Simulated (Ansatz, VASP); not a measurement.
SiC: VASP beside Ansatz

```
CELL_PARAMETERS angstrom
0.02670 2.17246 2.17246
2.17246 0.02670 2.17246
2.17246 2.17246 0.02670
ATOMIC_POSITIONS crystal
Si 0.00068 0.00068 0.00068
C 0.24932 0.24932 0.24932
```

Change from the starting cell: strained cell.

Alike in both runs: functional PBEsol; k mesh 9 × 9 × 9; occupations gaussian, width 0.02 eV; no spin polarisation.

Ansatz relaxed the structure, and its values are those at the end. VASP's run is a single point on that final structure, the one shown.

|  | VASP | Ansatz |
| --- | --- | --- |
| version | VASP 6.6.1 | Ansatz 0.2.0 |
| potentials or method | VASP PAW PBE potentials, release 64 (Si, C), cutoff 600 eV | scalar-relativistic, plane waves, PAW |
| valence electrons in the cell | 8 | 8 |

Ansatz gave:

```
gap on the k mesh at the Fermi level (eV) : 1.29
least direct gap on the mesh (eV)         : 4.44
pressure (GPa)                            : 6.3
```

Task: Which values does VASP return?

Result: gap on the k mesh at the Fermi level (eV): 1.28; least direct gap on the mesh (eV): 4.43; pressure (GPa): 6.5.

VASP's potentials were made for PBE, not for PBEsol. With one functional, cell and mesh, what is left measures potentials, basis and numerics. Ansatz's warnings: stress scf threshold loose.
